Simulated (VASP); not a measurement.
Wanted: the native input for a VASP 6.6.1 run.

```yaml
Task: single point
Functional: PBEsol
Potentials_or_basis: VASP PAW PBE potentials, release 64 (B, N)
Cutoff: 520 eV
k_mesh: 13 × 13 × 13
Occupations: fermi-dirac, width 0.03 eV
Spin: no spin polarisation
Dipole_correction: no
Further_INCAR_settings: ALGO = Normal; EDIFF = 1e-07; NBANDS = 11
```

The structure of BN lies in POSCAR:

```
BN
1.0
    0.0000000000      1.8312856224      1.8312856224
    1.8312856224      0.0000000000      1.8312856224
    1.8312856224      1.8312856224      0.0000000000
B N
1 1
Direct
    0.0000000000      0.0000000000      0.0000000000
    0.7500000000      0.7500000000      0.7500000000
```

This cell differs from its parent crystal: volume scaled by 1.04.

These files were run (other wordings do the same):

INCAR

```
ALGO = Normal ; EDIFF = 1E-7
ENCUT = 520 ; GGA = PS
ISIF = 2 ; ISMEAR = -1
LASPH = True ; LCHARG = False
LREAL = False ; LWAVE = False
NBANDS = 11 ; NELM = 80
PREC = Accurate ; SIGMA = 0.03
```

KPOINTS

```
k-points
0
Gamma
  13 13 13
```

Potentials or basis: VASP PAW PBE potentials, release 64 (B, N).

Launch:

```bash
$ cat potpaw_PBE.64/B/POTCAR potpaw_PBE.64/N/POTCAR > POTCAR
$ mpirun -np 1 vasp_std > vasp.out
```

Results of the run:

| Property | Result |
| --- | --- |
| Pressure | -16.2 GPa |
| Band gap on the k mesh | 4.31 eV, indirect (least direct gap 8.58 eV) |

Caveat: the PAW data sets were made with another functional, which shifts forces and pressure a little.

Wall time 16 s on 1 thread of Intel Xeon 8259CL (shared host), peak memory 0.12 GiB.
